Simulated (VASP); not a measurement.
# Pt (Fm-3m) in VASP: notebook

Runs on Pt. Level: PBEsol. Tasks: single point.

Program: VASP 6.6.1. These are calculated values, not measurements. Logs are shortened: lines on timing, memory, paths and dates and some standing lists are left out, and cuts for length are marked.

## (1) The cell of the first run

The structure is cubic, space group Fm-3m (No. 225). Conventional cell: a = 3.973 Å, b = 3.973 Å, c = 3.973 Å, α = 90.00°, β = 90.00°, γ = 90.00°. Pt (site symmetry m-3m) has 12 Pt at 2.81 Å within 3.7 Å.

## (2) Single point, PBEsol

File INCAR:

```
PREC = Accurate ; ENCUT = 500
EDIFF = 1E-6 ; ISMEAR = 1
SIGMA = 0.15 ; LREAL = False
LASPH = True ; NELM = 120
ALGO = Normal ; ISIF = 2
LWAVE = False ; LCHARG = False
GGA = PS ; NBANDS = 11
GGA_COMPAT = False
```

File KPOINTS:

```
regular mesh
0
Gamma
  13 13 13
```

File POSCAR:

```
Pt
1.0
    0.0000000000      1.9867042750      1.9867042750
    1.9867042750      0.0000000000      1.9867042750
    1.9867042750      1.9867042750      0.0000000000
Pt
1
Direct
    0.0000000000      0.0000000000      0.0000000000
```

Potentials or basis: VASP PAW PBE potentials, release 64 (Pt).

Command:

```bash
$ cat potpaw_PBE.64/Pt/POTCAR > POTCAR
$ mpirun -np 1 vasp_std > vasp.out
```

OUTCAR:

```text
PREC = Accurate
   ENCUT = 500
   EDIFF = 1E-6
   ISMEAR = 1
   LREAL = False
   LASPH = True
   NELM = 120
   ISIF = 2
   GGA = PS

 ion  position               nearest neighbor table
   1  0.000  0.000  0.000-

  LATTYP: Found a face centered cubic cell.
 ALAT       =     3.9734085500

  Lattice vectors:

 A1 = (   0.0000000000,   1.9867042750,   1.9867042750)
 A2 = (   1.9867042750,   0.0000000000,   1.9867042750)
 A3 = (   1.9867042750,   1.9867042750,   0.0000000000)

Analysis of symmetry for initial positions (statically):
=====================================================================
 Subroutine PRICEL returns:
 Original cell was already a primitive cell.

 Routine SETGRP: Setting up the symmetry group for a
 face centered cubic supercell.

 Subroutine GETGRP returns: Found 48 space group operations
 (whereof 48 operations were pure point group operations)
 out of a pool of 48 trial point group operations.

The static configuration has the point symmetry O_h .

Analysis of symmetry for dynamics (positions and initial velocities):
=====================================================================
 Subroutine PRICEL returns:
 Original cell was already a primitive cell.

 Routine SETGRP: Setting up the symmetry group for a
 face centered cubic supercell.

 Subroutine GETGRP returns: Found 48 space group operations
 (whereof 48 operations were pure point group operations)
 out of a pool of 48 trial point group operations.

The dynamic configuration has the point symmetry O_h .

 Subroutine INISYM returns: Found 48 space group operations
 (whereof 48 operations are pure point group operations),
 and found     1 'primitive' translations

----------------------------------------------------------------------------------------

                                     Primitive cell

  volume of cell :      15.6830

  direct lattice vectors                    reciprocal lattice vectors
     0.000000000  1.986704275  1.986704275    -0.251673088  0.251673088  0.251673088
     1.986704275  0.000000000  1.986704275     0.251673088 -0.251673088  0.251673088
     1.986704275  1.986704275  0.000000000     0.251673088  0.251673088 -0.251673088

  length of vectors
     2.809624130  2.809624130  2.809624130     0.435910575  0.435910575  0.435910575

  position of ions in fractional coordinates (direct lattice)
     0.000000000  0.000000000  0.000000000

  ion indices of the primitive-cell ions
   primitive index   ion index
                 1           1

----------------------------------------------------------------------------------------

 KPOINTS: regular mesh

Automatic generation of k-mesh.
 Grid dimensions read from file:
 generate k-points for:   13   13   13

 Generating k-lattice:

  Cartesian coordinates                     Fractional coordinates (reciprocal lattice)
    -0.019359468  0.019359468  0.019359468     0.076923077  0.000000000  0.000000000
     0.019359468 -0.019359468  0.019359468     0.000000000  0.076923077  0.000000000
     0.019359468  0.019359468 -0.019359468     0.000000000  0.000000000  0.076923077

  Length of vectors
     0.033531583  0.033531583  0.033531583

  Shift w.r.t. Gamma in fractional coordinates (k-lattice)
     0.000000000  0.000000000  0.000000000

 Subroutine IBZKPT returns following result:
 ===========================================

 Found     84 irreducible k-points:

 Following reciprocal coordinates:
            Coordinates               Weight
  0.000000  0.000000  0.000000      1.000000
  0.076923  0.000000  0.000000      8.000000
  0.153846  0.000000  0.000000      8.000000
  0.230769  0.000000  0.000000      8.000000
  0.307692  0.000000  0.000000      8.000000
  0.384615  0.000000  0.000000      8.000000
[... 16 lines left out ...]
  0.384615  0.153846  0.000000     24.000000
  0.461538  0.153846  0.000000     24.000000
 [... further k-points ...]
   k-points           NKPTS =     84   k-points in BZ     NKDIM =     84   number of bands    NBANDS=     11
   number of dos      NEDOS =    301   number of ions     NIONS =      1
   total plane-waves  NPLWV =   8000
   dimension x,y,z NGX =    20 NGY =   20 NGZ =   20
   dimension x,y,z NGXF=    40 NGYF=   40 NGZF=   40
   ions per type =               1
   NGX,Y,Z   is equivalent  to a cutoff of  11.83, 11.83, 11.83 a.u.
   NGXF,Y,Z  is equivalent  to a cutoff of  23.67, 23.67, 23.67 a.u.
 SYSTEM =  unknown system
   PREC   = accura    normal or accurate (medium, high low for compatibility)
   ISTART =      0    job   : 0-new  1-cont  2-samecut
   ICHARG =      2    charge: 1-file 2-atom 10-const
   ISPIN  =      1    spin polarized calculation?
   LNONCOLLINEAR =      F non collinear calculations
   LSORBIT =      F    spin-orbit coupling
   LASPH  =      T    aspherical Exc in radial PAW
   ENCUT  =  500.0 eV  36.75 Ry    6.06 a.u.   5.12  5.12  5.12*2*pi/ulx,y,z
   NELM   =    120;   NELMIN=  2; NELMDL= -5     # of ELM steps
   EDIFF  = 0.1E-05   stopping-criterion for ELM
   LREAL  =      F    real-space projection
   EDIFFG = 0.1E-04   stopping-criterion for IOM
   NSW    =      0    number of steps for IOM
   IBRION =     -1    ionic relax: 0-MD 1-quasi-New 2-CG
   NFREE  =      0    steps in history (QN), initial steepest desc. (CG)
   ISIF   =      2    stress and relaxation
   ISYM   =      2    0-nonsym 1-usesym 2-fastsym
   POTIM  = 0.5000    time-step for ionic-motion
   TEBEG  =    0.0;   TEEND  =   0.0 temperature during run
   PSTRESS=    0.0 pullay stress
   NELECT =      10.0000    total number of electrons
   NUPDOWN=      -1.0000    fix difference up-down
   EMIN   =  10.00;   EMAX   =-10.00  energy-range for DOS
   EFERMI =   0.00;   METHOD = LEGACY
   ISMEAR =     1;   SIGMA  =   0.15  broadening in eV -4-tet -1-fermi 0-gaus
   EFERMI_NEDOS =   21; number of points for ismear=-14 and -15
   IALGO  =     38    algorithm
   IMIX   =      4    mixing-type and parameters
     AMIX     =   0.40;   BMIX     =  1.00
     AMIX_MAG =   1.60;   BMIX_MAG =  1.00
  volume/ion in A,a.u.               =      15.68       105.83
  Fermi-wavevector in a.u.,A,eV,Ry     =   1.409067  2.662750 27.013952  1.985469
  Thomas-Fermi vector in A             =   2.531161
   LORBIT       =      0    0 simple, 1 ext, 2 COOP (PROOUT), +10 PAW based schemes
   GGA     = PS    functional components
   LHFCALC =     F    Hartree Fock is set to
   AEXX    =    0.0000 exact exchange contribution
   IVDW    =     0    specifies the selected vdW correction
   LEPSILON=     F    determine dielectric tensor
   LRPA    =     F    only Hartree local field effects (RPA)
 non-spin polarized calculation
 Methfessel and Paxton  Order N= 1 SIGMA  =   0.15
  energy-cutoff  :      500.00
  volume of cell :       15.68
 maximum number of plane-waves:       411
   NGX = 11   NGY = 11   NGZ = 11

 number of electron      10.0000002 magnetization

 Free energy of the ion-electron system (eV)
  ---------------------------------------------------
  ext. energy  EPLUGINS =         0.00000000
  ---------------------------------------------------
  free energy    TOTEN  =        -6.93102032 eV

  energy without entropy =       -6.92771637  energy(sigma->0) =       -6.92991900

 E-fermi :  10.3412     XC(G=0): -13.3992

 val. band max:       10.3321055510   @ k =   0.4615   0.4615   0.0000
 cond. band min:      10.3453714348   @ k =  -0.4615   0.3077   0.0769
 fundamental gap:      0.0132658838
 Fermi energy:        10.3411608085

 k-point     1 :       0.0000    0.0000    0.0000
  band No.  band energies     occupation
      1       0.4976      2.00000
      2       6.7787      2.00000
      3       6.7787      2.00000
      4       6.7787      2.00000
      5       8.8202      2.00000
      6       8.8202      2.00000
      7      25.0829      0.00000
      8      29.8188      0.00000
      9      29.8188      0.00000
     10      29.8188      0.00000
     11      34.9797      0.00000

 k-point     2 :       0.0769    0.0000    0.0000
  band No.  band energies     occupation
      1       0.7258      2.00000
      2       6.6816      2.00000
      3       6.8667      2.00000
      4       6.8667      2.00000
      5       8.7736      2.00000
      6       8.7736      2.00000
      7      25.4238      0.00000
      8      28.6496      0.00000
      9      30.1590      0.00000
     10      30.1590      0.00000
     11      36.1510      0.00000

 k-point     3 :       0.1538    0.0000    0.0000
  band No.  band energies     occupation
      1       1.3701      2.00000
      2       6.4711      2.00000
      3       7.0606      2.00000
      4       7.0606      2.00000
      5       8.7188      2.00000
      6       8.7188      2.00000
      7      26.1867      0.00000
      8      26.5464      0.00000
      9      31.1102      0.00000
     10      31.1102      0.00000
     11      35.1227      0.00000

 k-point     4 :       0.2308    0.0000    0.0000
  band No.  band energies     occupation
      1       2.2666      2.00000
      2       6.3931      2.00000
      3       7.1502      2.00000
      4       7.1502      2.00000
      5       8.8901      2.00000
      6       8.8901      2.00000
      7      24.0411      0.00000
      8      26.7227      0.00000
      9      32.3380      0.00000
     10      32.3380      0.00000
     11      33.5232      0.00000
[... 239 lines left out ...]
 k-point    22 :       0.3077    0.1538    0.0000
  band No.  band energies     occupation
      1       3.2429      2.00000
      2       5.7076      2.00000
      3       7.0098      2.00000
      4       7.7274      2.00000
      5       8.9809      2.00000
      6       9.6863      2.00000
      7      23.6387      0.00000
      8      27.4537      0.00000
      9      28.3861      0.00000
     10      30.1229      0.00000
     11      33.9692      0.00000

 k-point    23 :       0.3846    0.1538    0.0000
  band No.  band energies     occupation
      1       3.8395      2.00000
      2       6.0999      2.00000
      3       6.6700      2.00000
      4       7.6001      2.00000
      5      10.1552      2.07085
      6      10.1985      2.03846
      7      20.5629      0.00000
      8      26.4846      0.00000
      9      27.7675      0.00000
     10      29.6598      0.00000
     11      35.8669      0.00000

 k-point    24 :       0.4615    0.1538    0.0000
  band No.  band energies     occupation
      1       4.0063      2.00000
      2       6.2955      2.00000
      3       7.1177      2.00000
      4       7.4252      2.00000
      5      10.4338      0.14456
      6      11.7582     -0.00000
      7      17.6296      0.00000
      8      25.6970      0.00000
      9      27.5060      0.00000
     10      28.4465      0.00000
     11      36.9551      0.00000

 [... further k-points ...]

------------------------ aborting loop because EDIFF is reached ----------------------------------------

  FORCE on cell =-STRESS in cart. coord.  units (eV):
  Direction    XX          YY          ZZ          XY          YZ          ZX
  --------------------------------------------------------------------------------------
  -------------------------------------------------------------------------------------
  Total       -1.1100343     -1.1100343     -1.1100343     -0.0000000     -0.0000000     -0.0000000
  in kB     -113.4011065   -113.4011065   -113.4011065     -0.0000000     -0.0000000     -0.0000000
  external PRESSURE =    -113.4011065 kB  Pullay stress =       0.0000000 kB

 VOLUME and BASIS-vectors are now :
 -----------------------------------------------------------------------------
  energy-cutoff  :      500.00
  volume of cell :       15.68
      direct lattice vectors                 reciprocal lattice vectors
     0.000000000  1.986704275  1.986704275    -0.251673088  0.251673088  0.251673088
     1.986704275  0.000000000  1.986704275     0.251673088 -0.251673088  0.251673088
     1.986704275  1.986704275  0.000000000     0.251673088  0.251673088 -0.251673088

 POSITION                                       TOTAL-FORCE (eV/Angst)
 -----------------------------------------------------------------------------------
      0.00000      0.00000      0.00000         0.000000      0.000000      0.000000
 -----------------------------------------------------------------------------------
    total drift:                                0.000000     -0.000000      0.000000

  FREE ENERGIE OF THE ION-ELECTRON SYSTEM (eV)
  ---------------------------------------------------
  free  energy   TOTEN  =        -6.9310203184 eV

  energy  without entropy=       -6.9277163698  energy(sigma->0) =       -6.92991900
```

Run time: 4.7 s. Hardware: 1 thread of Intel Xeon 6975P-C (Granite Rapids), shared host; peak memory 0.13 GiB.

Results:

```yaml
Free_energy: -6.9310 eV
Pressure: -11.3 GPa
Band_gap_on_the_k_mesh: zero (band 5 reaches 10.74 eV, above the bottom of band 6 at 8.72 eV)
```

Caveat: the PAW data sets were made with another functional, which shifts forces and pressure a little; spin-orbit coupling is left out, which moves the levels of the heavy elements.

## (3) Single point, PBEsol

This run uses another cell than the first one, of 15.98 Å³/atom, 1.019 times its volume.

File INCAR:

```
SYSTEM = Pt
  PREC = Accurate
  ENCUT = 500
  EDIFF = 1E-6
  ISMEAR = 1
  SIGMA = 0.15
  LREAL = .False.
  LASPH = .True.
  NELM = 120
  ALGO = Normal
  ISIF = 2
  LWAVE = .False.
  LCHARG = .False.
  GGA = PS
  NBANDS = 11
  GGA_COMPAT = .False.
```

File KPOINTS:

```
regular mesh
0
Gamma
  13 13 13
  0 0 0
```

File POSCAR:

```
Pt
1.0
    0.0000000000      1.9993587835      1.9993587835
    1.9993587835      0.0000000000      1.9993587835
    1.9993587835      1.9993587835      0.0000000000
Pt
1
Direct
    0.0000000000      0.0000000000      0.0000000000
```

Potentials or basis: VASP PAW PBE potentials, release 64 (Pt).

Command:

```bash
$ cat potpaw_PBE.64/Pt/POTCAR > POTCAR
$ mpirun -np 1 vasp_std > vasp.out
```

OUTCAR:

```text
SYSTEM = Pt
   PREC = Accurate
   ENCUT = 500
   EDIFF = 1E-6
   ISMEAR = 1
   LREAL = .False.
   LASPH = .True.
   NELM = 120
   ISIF = 2
   GGA = PS

 ion  position               nearest neighbor table
   1  0.000  0.000  0.000-

  LATTYP: Found a face centered cubic cell.
 ALAT       =     3.9987175670

  Lattice vectors:

 A1 = (   0.0000000000,   1.9993587835,   1.9993587835)
 A2 = (   1.9993587835,   0.0000000000,   1.9993587835)
 A3 = (   1.9993587835,   1.9993587835,   0.0000000000)

Analysis of symmetry for initial positions (statically):
=====================================================================
 Subroutine PRICEL returns:
 Original cell was already a primitive cell.

 Routine SETGRP: Setting up the symmetry group for a
 face centered cubic supercell.

 Subroutine GETGRP returns: Found 48 space group operations
 (whereof 48 operations were pure point group operations)
 out of a pool of 48 trial point group operations.

The static configuration has the point symmetry O_h .

Analysis of symmetry for dynamics (positions and initial velocities):
[... 168 lines left out ...]
      2       6.5400      2.00000
      3       6.5400      2.00000
      4       6.5400      2.00000
      5       8.5182      2.00000
      6       8.5182      2.00000
      7      24.7765      0.00000
      8      29.4057      0.00000
      9      29.4057      0.00000
     10      29.4057      0.00000
     11      34.4998      0.00000
[... 309 lines left out ...]
 k-point    24 :       0.4615    0.1538    0.0000
  band No.  band energies     occupation
      1       3.8322      2.00000
      2       6.0774      2.00000
      3       6.8730      2.00000
      4       7.1700      2.00000
      5      10.0796      0.17574
      6      11.3939     -0.00000
      7      17.1622      0.00000
      8      25.3025      0.00000
      9      26.9974      0.00000
     10      27.9133      0.00000
     11      36.4138      0.00000

 [... further k-points ...]

------------------------ aborting loop because EDIFF is reached ----------------------------------------

  FORCE on cell =-STRESS in cart. coord.  units (eV):
  Direction    XX          YY          ZZ          XY          YZ          ZX
  --------------------------------------------------------------------------------------
  -------------------------------------------------------------------------------------
  Total       -1.5381985     -1.5381985     -1.5381985      0.0000000      0.0000000     -0.0000000
  in kB     -154.1774143   -154.1774143   -154.1774143      0.0000000      0.0000000     -0.0000000
  external PRESSURE =    -154.1774143 kB  Pullay stress =       0.0000000 kB

 VOLUME and BASIS-vectors are now :
 -----------------------------------------------------------------------------
  energy-cutoff  :      500.00
  volume of cell :       15.98
      direct lattice vectors                 reciprocal lattice vectors
     0.000000000  1.999358783  1.999358783    -0.250080178  0.250080178  0.250080178
     1.999358783  0.000000000  1.999358783     0.250080178 -0.250080178  0.250080178
     1.999358783  1.999358783  0.000000000     0.250080178  0.250080178 -0.250080178

 POSITION                                       TOTAL-FORCE (eV/Angst)
 -----------------------------------------------------------------------------------
      0.00000      0.00000      0.00000         0.000000      0.000000      0.000000
 -----------------------------------------------------------------------------------
    total drift:                               -0.000000     -0.000000     -0.000000

  FREE ENERGIE OF THE ION-ELECTRON SYSTEM (eV)
  ---------------------------------------------------
  free  energy   TOTEN  =        -6.9059577331 eV

  energy  without entropy=       -6.9023636187  energy(sigma->0) =       -6.90475969
```

stdout:

```text
POSCAR found type information on POSCAR Pt
 POSCAR found :  1 types and       1 ions
 scaLAPACK will be used
 -----------------------------------------------------------------------------
|                                                                             |
|                                                                             |
|     You enforced a specific xc type in the INCAR file but a different       |
|     I HOPE YOU KNOW WHAT YOU ARE DOING!                                     |
|                                                                             |
 -----------------------------------------------------------------------------

 LDA part: xc-table for (Slater+PW92), standard interpolation
 POSCAR, INCAR and KPOINTS ok, starting setup
 FFT: planning ... GRIDC
 FFT: planning ... GRID_SOFT
 FFT: planning ... GRID
 WAVECAR not read
 entering main loop
```

Run time: 5.2 s. Hardware: 1 thread of Intel Xeon 6975P-C (Granite Rapids), shared host; peak memory 0.15 GiB.

Results:

- Free energy: -6.9060 eV
- Pressure: -15.4 GPa
- Band gap on the k mesh: zero (band 5 reaches 10.37 eV, above the bottom of band 6 at 8.42 eV)

Levels at points of the mesh, in eV from the Fermi level:
```csv
k point,band 3,band 4,band 5,band 6,band 7,band 8
"(0.00, 0.00, 0.00)",-3.45,-3.45,-1.47,-1.47,14.78,19.41
```

Caveat: the PAW data sets were made with another functional, which shifts forces and pressure a little; spin-orbit coupling is left out, which moves the levels of the heavy elements.
